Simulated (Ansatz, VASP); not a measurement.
**One calculation of KTaO3, two programs**

Contents of POSCAR:

```
KTaO3
1.0
    4.2874225000      0.0000000000      0.0000000000
    0.0000000000      3.9883000000      0.0000000000
    0.0000000000      0.0000000000      3.9883000000
K Ta O
1 1 3
Direct
    0.5000000000      0.5000000000      0.5000000000
    0.0000000000      0.0000000000      0.0000000000
    0.5000000000      0.0000000000      0.0000000000
    0.0000000000      0.5000000000      0.0000000000
    0.0000000000      0.0000000000      0.5000000000
```

File INCAR.step1:

```
  PREC = Accurate
  ENCUT = 520
  ISMEAR = 0
  SIGMA = 0.05
  LREAL = F
  LASPH = T
  NELM = 80
  NBANDS = 27
  GGA = PE
  ALGO = Normal
  EDIFF = 1E-4
  LWAVE = T
  LCHARG = F
```

INCAR.step2

```
  PREC = Accurate
  ENCUT = 520
  EDIFF = 1E-6
  ISMEAR = 0
  SIGMA = 0.05
  LREAL = F
  LASPH = T
  NELM = 80
  ALGO = Normal
  ISIF = 2
  LWAVE = F
  LCHARG = F
  METAGGA = R2SCAN
  LMIXTAU = T
  NBANDS = 27
  ISTART = 1
```

The input KPOINTS:

```
regular mesh
0
Gamma
  6 6 6
```

Input for Ansatz:

```yaml
crystal:
  lattice:
    - [4.2874225, 0.0, 0.0]
    - [0.0, 3.9883, 0.0]
    - [0.0, 0.0, 3.9883]
  atoms:
    - { symbol: K, position: [0.5, 0.5, 0.5] }
    - { symbol: Ta, position: [0.0, 0.0, 0.0] }
    - { symbol: O, position: [0.5, 0.0, 0.0] }
    - { symbol: O, position: [0.0, 0.5, 0.0] }
    - { symbol: O, position: [0.0, 0.0, 0.5] }
basis:
  ecutwfc: 500
kpoints:
  mp_grid: { grid: [6, 6, 6] }
hamiltonian:
  xc: r2scan
scf:
  occupations: { method: gaussian, width: 0.05 }
output:
  forces: true
  stress: true
  eigenvalues: true
```

Change from the starting cell: strain +0.0750 x Voigt [1, 0, 0, 0, 0, 0], atoms carried along.

Alike in both runs: task single point; functional r2SCAN; k mesh 6 × 6 × 6; occupations gaussian, width 0.05 eV; no spin polarisation.

|  | VASP | Ansatz |
| --- | --- | --- |
| version | VASP 6.6.1 | Ansatz 0.2.0 |
| potentials or method | VASP PAW PBE potentials, release 64 (K_sv, Ta_pv, O), cutoff 520 eV | scalar-relativistic, plane waves, PAW |
| valence electrons in the cell | 38 | 40 |

Ansatz gave:

| Quantity | Value |
| --- | --- |
| gap on the k mesh at the Fermi level (eV) | 2.32 |
| least direct gap on the mesh (eV) | 2.85 |
| pressure (GPa) | -11.0 |
| traceless stress, the component that is largest in VASP (GPa) | -12.29 |

Task: What did VASP give for the same quantities?

Result: gap on the k mesh at the Fermi level (eV): 2.30; least direct gap on the mesh (eV): 2.83; pressure (GPa): -10.4; traceless stress, the component that is largest in VASP (GPa): -12.45.

VASP's potentials were made for PBE, not for r2SCAN. VASP's potentials hold 38 valence electrons a cell and Ansatz's 40, so a difference there can come from the potentials and not from the codes.

Neither program's run includes spin-orbit coupling.
